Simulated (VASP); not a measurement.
Input of a VASP 6.6.1 run:

File INCAR:

```
PREC = Accurate ; ENCUT = 520
EDIFF = 1E-7 ; ISMEAR = 0
SIGMA = 0.15 ; LREAL = False
LASPH = True ; NELM = 60
ALGO = Fast ; ISIF = 2
LWAVE = False ; LCHARG = True
GGA = PS ; LELF = True
LVHAR = True ; NBANDS = 26
```

Contents of KPOINTS:

```
regular mesh
0
Gamma
  10 10 10
```

File POSCAR:

```
Al2Cu
1.0
   -2.9665500000      2.9665500000      2.4138103907
    2.9665500000     -2.9665500000      2.4138103907
    2.9665500000      2.9665500000     -2.4138103907
Al Cu
4 2
Direct
    0.1593210787      0.6593210787      0.8186421574
    0.6593210787      0.8406789213      0.5000000000
    0.8406789213      0.3406789213      0.1813578426
    0.3406789213      0.1593210787      0.5000000000
    0.7500000000      0.7500000000      0.0000000000
    0.2500000000      0.2500000000      0.0000000000
```

Potentials or basis: VASP PAW PBE potentials, release 64 (Al, Cu).

The run is started by

```console
$ cat potpaw_PBE.64/Al/POTCAR potpaw_PBE.64/Cu/POTCAR > POTCAR
$ mpirun -np 1 vasp_std > vasp.out
```

(1) Estimate the band gap on the k mesh.

(2) Predict the largest force.

## Answers

(1) zero (bands 17 and 18 overlap by 4.38 eV).

(2) 0.011 eV/Å.

Caveat: the PAW data sets were made with another functional, which shifts forces and pressure a little.
